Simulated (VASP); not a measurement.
A run of VASP 6.6.1 is set up as follows.

INCAR

```
PREC     = Accurate       # precision mode
ENCUT    = 600            # plane-wave cutoff, eV
EDIFF    = 1E-6           # SCF threshold, eV
ISMEAR   = 0              # smearing method
SIGMA    = 0.1            # smearing width, eV
LREAL    = F              # projectors in reciprocal space
LASPH    = T              # aspherical terms in the spheres
NELM     = 120            # most SCF steps
ALGO     = Normal         # electronic algorithm
ISIF     = 2              # what is computed and relaxed
LWAVE    = F              # write WAVECAR
LCHARG   = F              # write CHGCAR
GGA      = PE             # functional
NBANDS   = 37             # bands
GGA_COMPAT= F
```

The input KPOINTS:

```
regular mesh
0
Gamma
  8 8 8
```

POSCAR

```
Ag2O
1.0
    4.8119826442      0.0000000000      0.0000000000
    0.0000000000      4.8119826442      0.0000000000
    0.0000000000      0.0000000000      4.8119826442
Ag O
4 2
Direct
    0.2500000000      0.2500000000      0.2500000000
    0.2500000000      0.7500000000      0.7500000000
    0.7500000000      0.7500000000      0.2500000000
    0.7500000000      0.2500000000      0.7500000000
    0.0000000000      0.0000000000      0.0000000000
    0.5000000000      0.5000000000      0.5000000000
```

Potentials or basis: VASP PAW PBE potentials, release 64 (Ag, O).

Launch:

```console
$ cat potpaw_PBE.64/Ag/POTCAR potpaw_PBE.64/O/POTCAR > POTCAR
$ mpirun -np 1 vasp_std > vasp.out
```

Q: Predict the pressure.

A: -0.1 GPa.

Q: Estimate the band gap on the k mesh.

A: Zero (filled and empty bands touch).
